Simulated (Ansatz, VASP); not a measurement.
## One calculation of LaScF, two programs

```
La Sc F
1.0
     3.65978    0.00000    0.00000
    -1.82989    3.16946    0.00000
     0.00000    0.00000    6.51651
La Sc F
1 1 1
Cartesian
  1.8299 1.0565 0.0000
  0.0000 2.1130 3.2583
  0.0000 0.0000 3.2583
```

Change from the starting cell: species swapped into the GdCuSi type (P-6m2, No. 187).

Alike in both runs: task relaxation of cell and atoms; functional PBE; k mesh 12 × 12 × 8; occupations gaussian, width 0.1 eV; no spin polarisation.

|  | VASP | Ansatz |
| --- | --- | --- |
| version | VASP 6.6.1 | Ansatz 0.2.0 |
| potentials or method | VASP PAW PBE potentials, release 64 (La, Sc_sv, F), cutoff 600 eV | scalar-relativistic, plane waves, PAW |
| valence electrons in the cell | 29 | 29 |

VASP gave:

| Item | Value |
| --- | --- |
| gap on the k mesh at the Fermi level, each at its own relaxed structure (eV) | none |
| relaxed volume (Å³/atom) | 25.03 |
| relaxed cell length with the largest relative difference (Å) | 6.486 |

Problem. What did Ansatz give for the same quantities?

Solution. gap on the k mesh at the Fermi level, each at its own relaxed structure (eV): none; relaxed volume (Å³/atom): 25.01; relaxed cell length with the largest relative difference (Å): 6.504.

A gap of «none» marks a metal or a gap that the smearing closes.

Neither program's run includes spin-orbit coupling.
